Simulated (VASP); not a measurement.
A run of VASP 6.6.1 is set up as follows.

The input INCAR:

```
PREC = Accurate
ENCUT = 600
EDIFF = 1E-6
ISMEAR = 0
SIGMA = 0.02
LREAL = F
LASPH = T
NELM = 80
ALGO = Normal
ISIF = 3
LWAVE = F
LCHARG = F
GGA = PE
IBRION = 2
NSW = 100
EDIFFG = -0.01
```

File KPOINTS:

```
Automatic mesh
0
Gamma
  12 12 4
```

Contents of POSCAR:

```
PtS2
1.0
    3.5765169692      0.0000000000      0.0000000000
   -1.7882584846      3.0973545524      0.0000000000
    0.0000000000      0.0000000000      6.4970098666
Pt S
1 2
Direct
    0.0000000000      0.0000000000      0.0000000000
    0.3333333333      0.6666666667      0.1889488084
    0.6666666667      0.3333333333      0.8110511916
```

Potentials or basis: VASP PAW PBE potentials, release 64 (Pt, S).

Run with:

```console
$ cat potpaw_PBE.64/Pt/POTCAR potpaw_PBE.64/S/POTCAR > POTCAR
$ mpirun -np 1 vasp_std > vasp.out
```

Task: Estimate the band gap on the k mesh.

Result: 1.50 eV, indirect (least direct gap 1.58 eV).

Task: What does it give for the relaxed volume?

Result: 23.93 Å³/atom.

Final structure:
```cif
data_structure
_symmetry_space_group_name_H-M 'P 1'
_symmetry_Int_Tables_number 1
_cell_length_a 3.5730
_cell_length_b 3.5730
_cell_length_c 6.4931
_cell_angle_alpha 90.000
_cell_angle_beta 90.000
_cell_angle_gamma 120.000
_cell_volume 71.79
loop_
_atom_site_label
_atom_site_type_symbol
_atom_site_fract_x
_atom_site_fract_y
_atom_site_fract_z
_atom_site_occupancy
Pt1 Pt 0.00000 0.00000 0.00000 1
S1 S 0.33333 0.66667 0.18884 1
S2 S 0.66667 0.33333 0.81116 1
```

Caveat: spin-orbit coupling is left out, which moves the levels of the heavy elements; this functional lacks dispersion, which binds the layers, so the pressure and a relaxed spacing across them are unreliable. A k mesh can miss the band edges.
